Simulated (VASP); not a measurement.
Pb: single point with r2SCAN

The system is Pb.

```
CELL_PARAMETERS angstrom
3.39300 0.00000 0.00000
-1.69650 2.93842 0.00000
0.00000 0.00000 5.31050
ATOMIC_POSITIONS crystal
Pb 0.33333 0.66667 0.25000
Pb 0.66667 0.33333 0.75000
```

This cell differs from its parent crystal: strain -0.025 along x and y, -0.050 along z.

```
Program             : VASP 6.6.1
Task                : single point
Functional          : r2SCAN
Potentials or basis : VASP PAW PBE potentials, release 64 (Pb_d)
Cutoff              : 520 eV
k mesh              : 18 × 18 × 10
Occupations         : gaussian, width 0.15 eV
Spin                : no spin polarisation
```

* Pressure: 10.2 GPa
* Band gap on the k mesh: zero (bands 14 and 15 overlap by 8.79 eV)

Stress tensor (GPa, compression positive):
```
 9.10  0.00  0.00
 0.00  9.10  0.00
 0.00  0.00 12.44
```

Levels at points of the mesh, in eV from the Fermi level:
| k point | band 11 | band 12 | band 13 | band 14 | band 15 | band 16 | band 17 | band 18 |
| --- | --- | --- | --- | --- | --- | --- | --- | --- |
| (0.00, 0.00, 0.00) | -13.37 | -8.16 | -5.02 | 6.04 | 6.04 | 8.39 | 8.39 | 9.61 |
| (0.50, 0.00, 0.00) | -9.14 | -7.68 | -2.98 | -1.46 | -0.75 | 1.87 | 2.03 | 6.65 |
| (0.00, 0.00, 0.50) | -11.80 | -11.80 | 1.69 | 1.69 | 7.16 | 7.16 | 7.16 | 7.16 |
| (0.50, 0.00, 0.50) | -7.99 | -7.99 | -4.52 | -4.52 | 3.69 | 3.69 | 4.53 | 4.53 |

Run time: 10 min on 1 thread of Intel(R) Xeon(R) Platinum 8488C (Sapphire Rapids) (shared host), peak memory 0.33 GiB.

Caveat: the cell differs from its parent crystal (strain -0.025 along x and y, -0.050 along z); the cell stands under pressure; the PAW data sets were made with another functional, which shifts forces and pressure a little; spin-orbit coupling is left out, which moves the levels of the heavy elements.
